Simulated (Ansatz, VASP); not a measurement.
## AsH3: VASP beside Ansatz

```
As H
1.0
    12.55720    0.00000    0.00000
     0.00000   13.05720    0.00000
     0.00000    0.00000   13.55720
As H
1 3
Direct
  0.52626 0.50960 0.45784
  0.52906 0.41284 0.52176
  0.55112 0.57664 0.54772
  0.40638 0.52143 0.47567
```

Alike in both runs: task single point; functional PBE; dispersion D4; k mesh 1 × 1 × 1; occupations gaussian, width 0.005 eV; no spin polarisation.

```csv
,VASP,Ansatz
version,VASP 6.6.1,Ansatz 0.2.0
potentials or method,"VASP PAW PBE potentials, release 64 (As_d, H)","scalar-relativistic, plane waves, PAW"
plane-wave cutoff (eV),400,420
valence electrons in the cell,18,18
```

Ansatz gave:

- rms of the force components (eV/Å): 0.003

Q: Which values does VASP return?

A: rms of the force components (eV/Å): 0.012.

Atom by atom the forces differ by 0.014 eV/Å (rms over components).
